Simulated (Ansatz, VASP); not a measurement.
# Two plane-wave programs on SiC

```xyz
4
Lattice="3.0760 0.0000 0.0000 -1.5380 2.6639 0.0000 0.0000 0.0000 5.0480" Properties=species:S:1:pos:R:3 pbc="T T T"
Si    0.0000    1.7759    0.0000
Si    1.5380    0.8880    2.5240
C     0.0000    1.7759    1.9435
C     1.5380    0.8880    4.4675
```

Alike in both runs: task electric field gradients; functional PBE; k mesh 8 × 8 × 5; no spin polarisation.

|  | VASP | Ansatz |
| --- | --- | --- |
| version | VASP 6.6.1 | Ansatz 0.2.0 |
| potentials or method | VASP PAW PBE potentials, release 64 (Si, C), cutoff 520 eV | plane waves, PAW |
| occupations | gaussian, width 0.01 eV | fixed |
| valence electrons in the cell | 16 | 16 |

Ansatz gave:

```
gap on the k mesh at the Fermi level (eV)            : 2.58
size of Vzz on the site where it differs most (V/Å²) : 16.8
```

Question: What did VASP give for the same quantities?

Answer: gap on the k mesh at the Fermi level (eV): 2.58; size of Vzz on the site where it differs most (V/Å²): 17.4.
